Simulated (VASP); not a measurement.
# CuO in VASP: further runs, part 2 of 2

VASP 6.6.1.

## 3. Single point, LDA

This run uses another cell than the first one, of 10.27 Å³/atom.

Contents of INCAR:

```
SYSTEM = CuO
PREC = Accurate
ENCUT = 520
EDIFF = 1E-6
ISMEAR = -1
SIGMA = 0.1
LREAL = .False.
LASPH = .True.
NELM = 100
ALGO = Normal
ISIF = 2
LWAVE = .False.
LCHARG = .False.
GGA = CA
NBANDS = 25
```

Contents of KPOINTS:

```
regular mesh
0
Gamma
  9 9 5
  0 0 0
```

Contents of POSCAR:

```
CuO
1.0
    2.0111349579     -2.0179751587      0.1566928147
    2.0111349579      2.0179751587      0.1566928147
   -0.3915653371      0.0000000000      5.0294502864
Cu O
2 2
Direct
    0.0000000000      0.5000000000      0.0000000000
    0.5000000000      0.0000000000      0.5000000000
    0.4999835219      0.5000164781      0.2500000000
    0.5000164781      0.4999835219      0.7500000000
```

Potentials or basis: VASP PAW LDA potentials, release 64 (Cu, O).

The run is started by

```bash
$ cat potpaw_LDA.64/Cu/POTCAR potpaw_LDA.64/O/POTCAR > POTCAR
$ mpirun -np 1 vasp_std > vasp.out
```

OUTCAR:

```text
SYSTEM = CuO
   PREC = Accurate
   ENCUT = 520
   EDIFF = 1E-6
   ISMEAR = -1
   LREAL = .False.
   LASPH = .True.
   NELM = 100
   ISIF = 2
   GGA = CA

 ion  position               nearest neighbor table
   1  0.000  0.500  0.000-   4 1.90   3 1.90   4 1.90   3 1.90
   2  0.500  0.000  0.500-   3 1.90   4 1.90   4 1.90   3 1.90
   3  0.500  0.500  0.250-   1 1.90   2 1.90   2 1.90   1 1.90
   4  0.500  0.500  0.750-   2 1.90   1 1.90   2 1.90   1 1.90

  LATTYP: Found a base centered monoclinic cell.
 ALAT       =     4.0344597939
 B/A-ratio  =     1.0003694481
 C/A-ratio  =     1.2503953635
 COS(beta)  =    -0.0000577800

  Lattice vectors:

 A1 = (  -2.0111349579,   2.0179751587,  -0.1566928147)
 A2 = (  -2.0111349579,  -2.0179751587,  -0.1566928147)
 A3 = (  -0.3915653371,   0.0000000000,   5.0294502864)

Analysis of symmetry for initial positions (statically):
=====================================================================
 Subroutine PRICEL returns:
 Original cell was already a primitive cell.

 Routine SETGRP: Setting up the symmetry group for a
 base centered monoclinic supercell.

 Subroutine GETGRP returns: Found  4 space group operations
 (whereof  2 operations were pure point group operations)
 out of a pool of  4 trial point group operations.

The static configuration has the point symmetry S_2 .
 The point group associated with its full space group is C_2h.

Analysis of symmetry for dynamics (positions and initial velocities):
=====================================================================
 Subroutine PRICEL returns:
 Original cell was already a primitive cell.

 Routine SETGRP: Setting up the symmetry group for a
 base centered monoclinic supercell.

 Subroutine GETGRP returns: Found  4 space group operations
 (whereof  2 operations were pure point group operations)
 out of a pool of  4 trial point group operations.

The dynamic configuration has the point symmetry S_2 .
[... 121 lines left out ...]
   IALGO  =     38    algorithm
   IMIX   =      4    mixing-type and parameters
     AMIX     =   0.40;   BMIX     =  1.00
     AMIX_MAG =   1.60;   BMIX_MAG =  1.00
  volume/ion in A,a.u.               =      10.27        69.29
  Fermi-wavevector in a.u.,A,eV,Ry     =   1.537174  2.904838 32.149277  2.362905
  Thomas-Fermi vector in A             =   2.643720
   LORBIT       =      0    0 simple, 1 ext, 2 COOP (PROOUT), +10 PAW based schemes
   GGA     = CA    functional components
   LHFCALC =     F    Hartree Fock is set to
   AEXX    =    0.0000 exact exchange contribution
   IVDW    =     0    specifies the selected vdW correction
   LEPSILON=     F    determine dielectric tensor
   LRPA    =     F    only Hartree local field effects (RPA)
 non-spin polarized calculation
  energy-cutoff  :      520.00
  volume of cell :       41.07
 maximum number of plane-waves:      1124
 NGX is ok and might be reduce to    24
   NGX = 11   NGY = 11   NGZ = 19

 number of electron      33.9999977 magnetization

 Free energy of the ion-electron system (eV)
  ---------------------------------------------------
  ext. energy  EPLUGINS =         0.00000000
  ---------------------------------------------------
  free energy    TOTEN  =       -23.35983556 eV

  energy without entropy =      -23.28527632  energy(sigma->0) =      -23.32255594

 E-fermi :   5.5566     XC(G=0): -12.2717

 val. band max:        5.5060554573   @ k =   0.4444   0.4444   0.4000
 cond. band min:       5.5963319864   @ k =  -0.4444   0.0000   0.2000
 fundamental gap:      0.0902765290
 Fermi energy:         5.5566369161

 k-point     1 :       0.0000    0.0000    0.0000
  band No.  band energies     occupation
      1     -14.6274      2.00000
      2     -13.0639      2.00000
      3      -3.3681      2.00000
      4      -0.4391      2.00000
      5      -0.4383      2.00000
      6       1.3496      2.00000
[... 661 lines left out ...]
     24      17.0483      0.00000
     25      17.7687      0.00000

 [... further k-points ...]

------------------------ aborting loop because EDIFF is reached ----------------------------------------

  FORCE on cell =-STRESS in cart. coord.  units (eV):
  Direction    XX          YY          ZZ          XY          YZ          ZX
  --------------------------------------------------------------------------------------
  -------------------------------------------------------------------------------------
  Total        0.2227692      0.2202347      0.3696941      0.0000000      0.0000000     -0.0116579
  in kB        8.6902406      8.5913697     14.4217894      0.0000000      0.0000000     -0.4547752
  external PRESSURE =      10.5677999 kB  Pullay stress =       0.0000000 kB

 VOLUME and BASIS-vectors are now :
 -----------------------------------------------------------------------------
  energy-cutoff  :      520.00
  volume of cell :       41.07
      direct lattice vectors                 reciprocal lattice vectors
     2.011134958 -2.017975159  0.156692815     0.247116863 -0.247773119  0.019239160
     2.011134958  2.017975159  0.156692815     0.247116863  0.247773119  0.019239160
    -0.391565337  0.000000000  5.029450286    -0.015397880  0.000000000  0.197630092

 POSITION                                       TOTAL-FORCE (eV/Angst)
 -----------------------------------------------------------------------------------
      1.00557      1.00899      0.07835         0.000000      0.000000     -0.000000
      0.80978     -1.00899      2.59307         0.000000     -0.000000     -0.000000
      1.91324      0.00007      1.41406        -0.000000      0.000001      0.000000
      1.71746     -0.00007      3.92878         0.000000     -0.000001      0.000000
 -----------------------------------------------------------------------------------
    total drift:                                0.000000      0.000000     -0.000000

  FREE ENERGIE OF THE ION-ELECTRON SYSTEM (eV)
  ---------------------------------------------------
  free  energy   TOTEN  =       -23.3598355599 eV

  energy  without entropy=      -23.2852763168  energy(sigma->0) =      -23.32255594
```

Wall time 2.6 min (1 thread of Intel Xeon Platinum 8259CL at 2.50GHz (Skylake/Cascade Lake), shared host); peak memory 0.21 GiB.

Results:

```yaml
Free_energy: -23.3598 eV
Pressure: 1.1 GPa
Band_gap_on_the_k_mesh: zero (bands 17 and 18 overlap by 1.02 eV)
```

Caveat: semilocal functionals often make such compounds metallic where correlation or magnetic order opens a gap, which also shifts bond lengths. With open d or f shells a metallic result of LDA can be an artefact of self-interaction; +U or a hybrid may open a gap.

The gap in the log of VASP goes by the Fermi energy; the results here count the filled bands.